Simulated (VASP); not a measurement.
Input of a VASP 6.6.1 run:

Contents of INCAR:

```
SYSTEM = TiB4
PREC = Accurate
ENCUT = 520
EDIFF = 1E-7
ISMEAR = 0
SIGMA = 0.1
LREAL = .False.
LASPH = .True.
NELM = 60
ALGO = Normal
ISIF = 2
LWAVE = .False.
LCHARG = .False.
GGA = PE
NBANDS = 20
```

File KPOINTS:

```
Automatic mesh
0
Gamma
  6 6 6
  0 0 0
```

POSCAR

```
TiB4
1.0
    3.6661190100      0.0000000000      0.0000000000
    0.0000000000      3.6661190100      0.0000000000
    0.0000000000      0.0000000000      3.6661190100
Ti B
1 4
Direct
    0.0000000000      0.0000000000      0.0000000000
    0.2500000000      0.2500000000      0.2500000000
    0.7500000000      0.7500000000      0.2500000000
    0.2500000000      0.7500000000      0.7500000000
    0.7500000000      0.2500000000      0.7500000000
```

Potentials or basis: VASP PAW PBE potentials, release 64 (Ti_sv, B).

Command:

```console
$ cat potpaw_PBE.64/Ti_sv/POTCAR potpaw_PBE.64/B/POTCAR > POTCAR
$ mpirun -np 1 vasp_std > vasp.out
```

Predict the band gap on the k mesh.

zero (band 12 reaches 6.44 eV, above the bottom of band 13 at 5.84 eV).

What does it give for the pressure?

69.6 GPa.
